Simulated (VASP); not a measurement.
SnTe2 (fluorite type), 3 atoms in the cell. It takes space group Fm-3m (No. 225, cubic). The conventional cell has a = 7.591 Å, b = 7.591 Å, c = 7.591 Å, α = 90.00°, β = 90.00°, γ = 90.00°. Sn (site symmetry m-3m) has 8 Te at 3.29 Å within 4.3 Å. Te (site symmetry -43m) has 4 Sn at 3.29 Å and 6 Te at 3.80 Å within 4.3 Å. 

| Property | Result |
| --- | --- |
| Program | VASP 6.6.1 |
| Task | electric field gradients |
| Functional | PBE |
| Potentials or basis | VASP PAW PBE potentials, release 64 (Sn_d, Te) |
| Cutoff | 400 eV |
| k mesh | 10 × 10 × 10 |
| Occupations | fermi-dirac, width 0.05 eV |
| Spin | no spin polarisation |
| Dipole correction | no |
| Further INCAR settings | ALGO = Normal; EDIFF = 1e-08; NBANDS = 20 |

Potentials or basis: VASP PAW PBE potentials, release 64 (Sn_d, Te).

Launch:

```console
$ cat potpaw_PBE.64/Sn_d/POTCAR potpaw_PBE.64/Te/POTCAR > POTCAR
$ mpirun -np 1 vasp_std > vasp.out
```

Hardware: 1 thread of Intel Xeon 8259CL (shared host).

Task: How long does it take, and how much memory?

Result: Run time: 2.3 min on 1 thread of Intel Xeon 8259CL, with other jobs on the host, peak memory 0.24 GiB. Counts: scf iterations 16, k points 47.
